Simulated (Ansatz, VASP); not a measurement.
**BN in VASP and in Ansatz**

INCAR

```
SYSTEM = BN
PREC = Accurate
ENCUT = 520
EDIFF = 1E-6
ISMEAR = 0
SIGMA = 0.05
LREAL = .FALSE.
LASPH = .TRUE.
NELM = 100
ALGO = Normal
ISIF = 2
LWAVE = .FALSE.
LCHARG = .FALSE.
GGA = PS
NBANDS = 11
```

Contents of KPOINTS:

```
regular mesh
0
G
  12 12 12
  0 0 0
```

File POSCAR:

```
BN
1.0
    0.0000000000      3.4953158300      2.1660912400
    1.2516321000      0.0000000000      2.1660912400
    1.2516321000      3.4953158300      0.0000000000
B N
1 1
Direct
    0.0346732303      0.0346732303      0.9653267697
    0.6666513400      0.6666513400      0.3333486600
```

Input for Ansatz:

```yaml
crystal:
  lattice:
    - [0.0, 3.49531583, 2.16609124]
    - [1.2516321, 0.0, 2.16609124]
    - [1.2516321, 3.49531583, 0.0]
  atoms:
    - { symbol: B, position: [0.0346732303, 0.0346732303, 0.9653267697] }
    - { symbol: "N", position: [0.66665134, 0.66665134, 0.33334866] }
basis:
  ecutwfc: 420
kpoints:
  mp_grid: { grid: [12, 12, 12] }
hamiltonian:
  xc: pbesol
scf:
  occupations: { method: gaussian, width: 0.05 }
output:
  forces: true
  stress: true
  eigenvalues: true
```

Change from the starting cell: all B atoms moved +0.150 Å, as atom 1 along Cartesian [0 0 1].

Alike in both runs: task single point; functional PBEsol; k mesh 12 × 12 × 12; occupations gaussian, width 0.05 eV; no spin polarisation.

|  | VASP | Ansatz |
| --- | --- | --- |
| version | VASP 6.6.1 | Ansatz 0.2.0 |
| potentials or method | VASP PAW PBE potentials, release 64 (B, N), cutoff 520 eV | scalar-relativistic, plane waves, PAW |
| valence electrons in the cell | 8 | 8 |

```tsv
	VASP	Ansatz	Ansatz less VASP
gap on the k mesh at the Fermi level (eV)	3.72	3.73	+0.009
least direct gap on the mesh (eV)	4.33	4.34	+0.003
pressure (GPa)	7.6	7.4	-0.17
traceless stress, the component that is largest in VASP (GPa)	18.73	18.42	-0.308
rms of the force components (eV/Å)	2.787	2.789	+0.0027
```

VASP's potentials were made for PBE, not for PBEsol. Atom by atom the forces differ by 0.003 eV/Å (rms over components).
